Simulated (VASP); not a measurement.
Crystal: Mg3Te2O.

```
Mg Te O
1.0
     4.24271    0.00000    0.00000
    -2.12136    3.67430    0.00000
     0.00000    0.00000    7.92921
Mg Te O
3 2 1
Direct
  0.00000 0.00000 0.50000
  0.33333 0.66667 0.00000
  0.33333 0.66667 0.50000
  0.66667 0.33333 0.24807
  0.66667 0.33333 0.75193
  0.00000 0.00000 0.00000
```

The cell was built from a structure type or drawn by symmetry, and may not be a known phase.

| Quantity | Value |
| --- | --- |
| Program | VASP 6.6.1 |
| Task | relaxation of cell and atoms |
| Functional | PBE |
| Potentials or basis | VASP PAW PBE potentials, release 64 (Mg, Te, O) |
| Cutoff | 600 eV |
| k mesh | 6 × 6 × 2 |
| Occupations | gaussian, width 0.1 eV |
| Spin | no spin polarisation |

At the start: pressure 1.5 GPa; volume 20.60 Å³/atom.

Problem. Where does the relaxation end?

Solution. Over 14 steps the energy falls by 71.6 meV/atom and the volume is 22.82 Å³/atom (+10.8 %); space group P-6m2 (No. 187, to 0.1 Å) before and after.

The path:
```tsv
step	energy change (eV)	largest force (eV/Å)	pressure (GPa)	volume (Å³)
1	0.0000	1.3547	1.52	123.61
2	-0.1610	0.8172	0.13	127.14
3	-0.2085	0.3149	-0.84	130.53
4	-0.2794	0.1187	0.02	129.41
5	-0.3306	0.2697	1.81	127.35
6	-0.3822	0.0738	1.12	129.82
7	-0.4136	0.2222	0.29	133.52
8	-0.4139	0.2521	0.22	133.90
9	-0.4214	0.1845	-0.01	135.21
10	-0.4262	0.0790	-0.32	137.22
11	-0.4263	0.0660	-0.36	137.46
12	-0.4287	0.0301	0.01	136.93
13	-0.4288	0.0450	0.07	136.85
14	-0.4299	0.0003	0.12	136.91
```

Final structure:
```xyz
6
Lattice="4.1774 0.0000 0.0000 -2.0887 3.6177 0.0000 0.0000 0.0000 9.0592" Properties=species:S:1:pos:R:3 pbc="T T T"
Mg    0.0000    0.0000    4.5296
Mg    0.0000    2.4118    9.0592
Mg    0.0000    2.4118    4.5296
Te    2.0887    1.2059    2.6542
Te    2.0887    1.2059    6.4050
O     0.0000    0.0000    9.0592
```
